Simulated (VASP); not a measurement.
# AlNi (Pm-3m) in VASP: single point with PBEsol

Aim: the single point of AlNi with PBEsol.

Program: VASP 6.6.1. These are calculated values, not measurements. Logs are shortened: lines on timing, memory, paths and dates and some standing lists are left out, and cuts for length are marked.

### 1 The cell of the first run

The structure is cubic, space group Pm-3m (No. 221). Conventional cell: a = 2.862 Å, b = 2.862 Å, c = 2.862 Å, α = 90.00°, β = 90.00°, γ = 90.00°. Al (site symmetry m-3m) has 8 Ni at 2.48 Å and 6 Al at 2.86 Å within 3.3 Å. Ni (site symmetry m-3m) has 8 Al at 2.48 Å and 6 Ni at 2.86 Å within 3.3 Å.

### 2 Single point, PBEsol (atom 2 moved 0.15 Å, then relaxed in part)

The input, INCAR:

```
PREC = Accurate
ENCUT = 520
EDIFF = 1E-7
ISMEAR = 0
SIGMA = 0.15
LREAL = F
LASPH = T
NELM = 80
ALGO = Fast
ISIF = 2
LWAVE = F
LCHARG = F
GGA = PS
NBANDS = 21
```

The input, KPOINTS:

```
Automatic mesh
0
Gamma
  12 12 6
```

The input, POSCAR:

```
AlNi
1.0
    2.8624867693     -0.0000026814     -0.0000012454
   -0.0000026814      2.8625432079     -0.0000085356
   -0.0000024908     -0.0000170711      5.7247828199
Al Ni
2 2
Direct
   -0.0000003282     -0.0000005008      0.5000006503
    0.0000002724      0.0000026958     -0.0000009408
    0.4999999885      0.4999981298      0.2500006895
    0.5000000674      0.4999996751      0.7499996009
```

Potentials or basis: VASP PAW PBE potentials, release 64 (Al, Ni).

Command:

```bash
$ cat potpaw_PBE.64/Al/POTCAR potpaw_PBE.64/Ni/POTCAR > POTCAR
$ mpirun -np 1 vasp_std > vasp.out
```

OUTCAR:

```text
PREC = Accurate
   ENCUT = 520
   EDIFF = 1E-7
   ISMEAR = 0
   LREAL = F
   LASPH = T
   NELM = 80
   ISIF = 2
   GGA = PS

 ion  position               nearest neighbor table
   1  1.000  1.000  0.500-   4 2.48   4 2.48   3 2.48   4 2.48   3 2.48   3 2.48   4 2.48   3 2.48
                             2 2.86   2 2.86
   2  0.000  0.000  1.000-   3 2.48   3 2.48   4 2.48   4 2.48   4 2.48   4 2.48   3 2.48   3 2.48
                             1 2.86   1 2.86
   3  0.500  0.500  0.250-   2 2.48   1 2.48   2 2.48   1 2.48   1 2.48   1 2.48   2 2.48   2 2.48
                             4 2.86   4 2.86
   4  0.500  0.500  0.750-   1 2.48   1 2.48   2 2.48   2 2.48   2 2.48   1 2.48   2 2.48   1 2.48
                             3 2.86   3 2.86

  LATTYP: Found a simple orthorhombic cell.
 ALAT       =     2.8624867693
 B/A-ratio  =     1.0000197166
 C/A-ratio  =     1.9999333731

  Lattice vectors:

 A1 = (   2.8624867693,  -0.0000026814,  -0.0000012454)
 A2 = (  -0.0000026814,   2.8625432079,  -0.0000085356)
 A3 = (  -0.0000024908,  -0.0000170711,   5.7247828199)

Analysis of symmetry for initial positions (statically):
=====================================================================
 Subroutine PRICEL returns following result:

  LATTYP: Found a simple orthorhombic cell.
 ALAT       =     2.8624005187
 B/A-ratio  =     1.0000301323
 C/A-ratio  =     1.0000498495

  Lattice vectors:

 A1 = (  -0.0000012454,  -0.0000085356,   2.8624005187)
 A2 = (   2.8624867693,  -0.0000026814,  -0.0000012454)
 A3 = (  -0.0000026814,   2.8625432079,  -0.0000085356)

   2 primitive cells build up your supercell.

 Routine SETGRP: Setting up the symmetry group for a
 simple orthorhombic supercell.

 Subroutine GETGRP returns: Found  8 space group operations
 (whereof  8 operations were pure point group operations)
 out of a pool of  8 trial point group operations.

The static configuration has the point symmetry D_2h.

Analysis of symmetry for dynamics (positions and initial velocities):
=====================================================================
 Subroutine PRICEL returns following result:

  LATTYP: Found a simple orthorhombic cell.
 ALAT       =     2.8624005187
 B/A-ratio  =     1.0000301323
 C/A-ratio  =     1.0000498495

  Lattice vectors:

 A1 = (  -0.0000012454,  -0.0000085356,   2.8624005187)
 A2 = (   2.8624867693,  -0.0000026814,  -0.0000012454)
 A3 = (  -0.0000026814,   2.8625432079,  -0.0000085356)

   2 primitive cells build up your supercell.

 Routine SETGRP: Setting up the symmetry group for a
 simple orthorhombic supercell.

 Subroutine GETGRP returns: Found  8 space group operations
 (whereof  8 operations were pure point group operations)
 out of a pool of  8 trial point group operations.

The dynamic configuration has the point symmetry D_2h.

 Subroutine INISYM returns: Found  8 space group operations
 (whereof  8 operations are pure point group operations),
 and found     2 'primitive' translations

----------------------------------------------------------------------------------------

                                     Primitive cell

  volume of cell :      23.4545

  direct lattice vectors                    reciprocal lattice vectors
    -0.000001245 -0.000008536  2.862400519     0.000000152  0.000001042  0.349357119
     2.862486769 -0.000002681 -0.000001245     0.349346593  0.000000327  0.000000152
    -0.000002681  2.862543208 -0.000008536     0.000000327  0.349339705  0.000001042

  length of vectors
     2.862400519  2.862486769  2.862543208     0.349357119  0.349346593  0.349339705

  position of ions in fractional coordinates (direct lattice)
     0.999998118  0.999999672  0.999999499
     0.499999788  0.499999989  0.499998130

  ion indices of the primitive-cell ions
   primitive index   ion index
                 1           1
                 2           3

----------------------------------------------------------------------------------------

 KPOINTS: Automatic mesh

Automatic generation of k-mesh.
 Grid dimensions read from file:
 generate k-points for:   12   12    6

 Generating k-lattice:

  Cartesian coordinates                     Fractional coordinates (reciprocal lattice)
     0.029112216  0.000000027  0.000000013     0.083333333 -0.000000000 -0.000000000
     0.000000027  0.029111642  0.000000087     0.000000000  0.083333333 -0.000000000
     0.000000013  0.000000087  0.029113186     0.000000000 -0.000000000  0.166666667

  Length of vectors
     0.029112216  0.029111642  0.029113186

  Shift w.r.t. Gamma in fractional coordinates (k-lattice)
     0.000000000  0.000000000  0.000000000

 Subroutine IBZKPT returns following result:
 ===========================================

 Found    196 irreducible k-points:

 Following reciprocal coordinates:
            Coordinates               Weight
  0.000000  0.000000  0.000000      1.000000
  0.083333 -0.000000  0.000000      2.000000
  0.166667  0.000000 -0.000000      2.000000
  0.250000  0.000000 -0.000000      2.000000
  0.333333  0.000000  0.000000      2.000000
  0.416667 -0.000000  0.000000      2.000000
[... 16 lines left out ...]
  0.083333  0.250000  0.000000      4.000000
  0.166667  0.250000  0.000000      4.000000
 [... further k-points ...]
   k-points           NKPTS =    196   k-points in BZ     NKDIM =    196   number of bands    NBANDS=     21
   number of dos      NEDOS =    301   number of ions     NIONS =      4
   total plane-waves  NPLWV =  27648
   dimension x,y,z NGX =    24 NGY =   24 NGZ =   48
   dimension x,y,z NGXF=    48 NGYF=   48 NGZF=   96
   ions per type =               2   2
   NGX,Y,Z   is equivalent  to a cutoff of  13.94, 13.94, 13.94 a.u.
   NGXF,Y,Z  is equivalent  to a cutoff of  27.88, 27.88, 27.88 a.u.
 SYSTEM =  unknown system
   PREC   = accura    normal or accurate (medium, high low for compatibility)
   ISTART =      0    job   : 0-new  1-cont  2-samecut
   ICHARG =      2    charge: 1-file 2-atom 10-const
   ISPIN  =      1    spin polarized calculation?
   LNONCOLLINEAR =      F non collinear calculations
   LSORBIT =      F    spin-orbit coupling
   LASPH  =      T    aspherical Exc in radial PAW
   ENCUT  =  520.0 eV  38.22 Ry    6.18 a.u.   5.32  5.32 10.64*2*pi/ulx,y,z
   NELM   =     80;   NELMIN=  2; NELMDL= -5     # of ELM steps
   EDIFF  = 0.1E-06   stopping-criterion for ELM
   LREAL  =      F    real-space projection
   EDIFFG = 0.1E-05   stopping-criterion for IOM
   NSW    =      0    number of steps for IOM
   IBRION =     -1    ionic relax: 0-MD 1-quasi-New 2-CG
   NFREE  =      0    steps in history (QN), initial steepest desc. (CG)
   ISIF   =      2    stress and relaxation
   ISYM   =      2    0-nonsym 1-usesym 2-fastsym
   POTIM  = 0.5000    time-step for ionic-motion
   TEBEG  =    0.0;   TEEND  =   0.0 temperature during run
   PSTRESS=    0.0 pullay stress
   NELECT =      26.0000    total number of electrons
   NUPDOWN=      -1.0000    fix difference up-down
   EMIN   =  10.00;   EMAX   =-10.00  energy-range for DOS
   EFERMI =   0.00;   METHOD = LEGACY
   ISMEAR =     0;   SIGMA  =   0.15  broadening in eV -4-tet -1-fermi 0-gaus
   EFERMI_NEDOS =   21; number of points for ismear=-14 and -15
   IALGO  =     68    algorithm
   IMIX   =      4    mixing-type and parameters
     AMIX     =   0.40;   BMIX     =  1.00
     AMIX_MAG =   1.60;   BMIX_MAG =  1.00
  volume/ion in A,a.u.               =      11.73        79.14
  Fermi-wavevector in a.u.,A,eV,Ry     =   1.344769  2.541245 24.604834  1.808404
  Thomas-Fermi vector in A             =   2.472736
   LORBIT       =      0    0 simple, 1 ext, 2 COOP (PROOUT), +10 PAW based schemes
   GGA     = PS    functional components
   LHFCALC =     F    Hartree Fock is set to
   AEXX    =    0.0000 exact exchange contribution
   IVDW    =     0    specifies the selected vdW correction
   LEPSILON=     F    determine dielectric tensor
   LRPA    =     F    only Hartree local field effects (RPA)
 non-spin polarized calculation
 RMM-DIIS sequential band-by-band and
 Gauss-broadening in eV      SIGMA  =   0.15
  energy-cutoff  :      520.00
  volume of cell :       46.91
 maximum number of plane-waves:      1294
 NGX is ok and might be reduce to    24
   NGX = 11   NGY = 11   NGZ = 21

 number of electron      26.0000023 magnetization

 Free energy of the ion-electron system (eV)
  ---------------------------------------------------
  ext. energy  EPLUGINS =         0.00000000
  ---------------------------------------------------
  free energy    TOTEN  =       -23.17815207 eV

  energy without entropy =      -23.15853384  energy(sigma->0) =      -23.16834295

 E-fermi :  10.1894     XC(G=0): -12.2603

 val. band max:       10.1795222931   @ k =   0.4167   0.3333  -0.0000
 cond. band min:      10.2037351266   @ k =   0.1667   0.3333   0.0000
 fundamental gap:      0.0242128334
 Fermi energy:        10.1894133561

 k-point     1 :       0.0000    0.0000    0.0000
  band No.  band energies     occupation
      1      -1.1190      2.00000
      2       3.1726      2.00000
      3       3.2597      2.00000
      4       6.8232      2.00000
      5       6.8232      2.00000
      6       7.3133      2.00000
[... 13 lines left out ...]
     20      20.2393      0.00000
     21      20.2399      0.00000

 k-point     2 :       0.0833   -0.0000    0.0000
  band No.  band energies     occupation
      1      -0.9894      2.00000
      2       3.2522      2.00000
      3       3.3880      2.00000
      4       6.8134      2.00000
      5       6.8540      2.00000
      6       7.3409      2.00000
[... 13 lines left out ...]
     20      19.4831      0.00000
     21      20.4399      0.00000

 k-point     3 :       0.1667    0.0000   -0.0000
  band No.  band energies     occupation
      1      -0.6030      2.00000
      2       3.4823      2.00000
      3       3.7673      2.00000
      4       6.7382      2.00000
      5       6.9396      2.00000
      6       7.4144      2.00000
[... 13 lines left out ...]
     20      20.9200      0.00000
     21      21.0289      0.00000
[... 457 lines left out ...]
 k-point    23 :       0.0833    0.2500    0.0000
  band No.  band energies     occupation
      1       0.1567      2.00000
      2       3.9082      2.00000
      3       4.4922      2.00000
      4       6.4894      2.00000
      5       7.0631      2.00000
      6       7.3996      2.00000
[... 13 lines left out ...]
     20      19.8800      0.00000
     21      20.5807      0.00000

 k-point    24 :       0.1667    0.2500    0.0000
  band No.  band energies     occupation
      1       0.5275      2.00000
      2       4.1227      2.00000
      3       4.8185      2.00000
      4       6.6274      2.00000
      5       7.0329      2.00000
      6       7.1212      2.00000
[... 13 lines left out ...]
     20      18.4427      0.00000
     21      19.6624      0.00000

 [... further k-points ...]
[... 5 lines left out ...]
  --------------------------------------------------------------------------------------
  -------------------------------------------------------------------------------------
  Total        0.0300481      0.0297270      0.0303998     -0.0000001     -0.0000002     -0.0000000
  in kB        1.0262972      1.0153312      1.0383083     -0.0000019     -0.0000061     -0.0000009
  external PRESSURE =       1.0266456 kB  Pullay stress =       0.0000000 kB

 VOLUME and BASIS-vectors are now :
 -----------------------------------------------------------------------------
  energy-cutoff  :      520.00
  volume of cell :       46.91
      direct lattice vectors                 reciprocal lattice vectors
     2.862486769 -0.000002681 -0.000001245     0.349346593  0.000000327  0.000000152
    -0.000002681  2.862543208 -0.000008536     0.000000327  0.349339705  0.000001042
    -0.000002491 -0.000017071  5.724782820     0.000000076  0.000000521  0.174679116

 POSITION                                       TOTAL-FORCE (eV/Angst)
 -----------------------------------------------------------------------------------
      2.86248      2.86253      2.86239        -0.000000      0.000000      0.000000
     -0.00000     -0.00001      5.72478        -0.000000      0.000000      0.000000
      1.43124      1.43126      1.43119        -0.000000      0.000000      0.000000
      1.43124      1.43126      4.29358         0.000000     -0.000000     -0.000000
 -----------------------------------------------------------------------------------
    total drift:                               -0.000027      0.001073     -0.000284

  FREE ENERGIE OF THE ION-ELECTRON SYSTEM (eV)
  ---------------------------------------------------
  free  energy   TOTEN  =       -23.1781520682 eV

  energy  without entropy=      -23.1585338395  energy(sigma->0) =      -23.16834295
```

It took 82 s on 1 thread of Intel Xeon 6975P-C (Granite Rapids), shared host; peak memory 0.29 GiB.

Results:

```
Free energy            : -23.1782 eV
Pressure               : 0.1 GPa
Band gap on the k mesh : zero (band 13 reaches 12.46 eV, above the bottom of band 14 at 9.45 eV)
```

Levels at points of the mesh, in eV from the Fermi level:
| k point | band 10 | band 11 | band 12 | band 13 | band 14 | band 15 | band 16 | band 17 |
| --- | --- | --- | --- | --- | --- | --- | --- | --- |
| (0.00, 0.00, 0.00) | -1.62 | -1.62 | -1.53 | -0.69 | 5.54 | 5.54 | 5.54 | 8.17 |
| (0.50, 0.00, 0.00) | -2.17 | -2.17 | -1.53 | -1.08 | -0.69 | 1.46 | 2.56 | 8.29 |
| (0.00, 0.50, 0.00) | -2.17 | -2.17 | -1.53 | -1.08 | -0.69 | 1.46 | 2.56 | 8.29 |
| (0.50, 0.50, 0.00) | -1.08 | -1.04 | -1.04 | 1.46 | 1.93 | 1.93 | 1.93 | 2.56 |
| (0.00, 0.00, 0.50) | -2.01 | -1.57 | -1.57 | 0.82 | 0.82 | 6.97 | 6.97 | 6.97 |
| (0.50, 0.00, 0.50) | -2.26 | -1.87 | -1.86 | -0.74 | -0.74 | 4.85 | 4.85 | 4.87 |
| (0.00, 0.50, 0.50) | -2.26 | -1.86 | -1.86 | -0.74 | -0.74 | 4.85 | 4.85 | 4.87 |
| (0.50, 0.50, 0.50) | -1.06 | -0.41 | -0.41 | -0.41 | -0.41 | 1.60 | 1.60 | 2.82 |

Caveat: the cell differs from its parent crystal (atom 2 moved 0.15 Å, then relaxed in part); the PAW data sets were made with another functional, which shifts forces and pressure a little. Spin polarisation is off, so any magnetic state and its effect on volume and gap are missing.
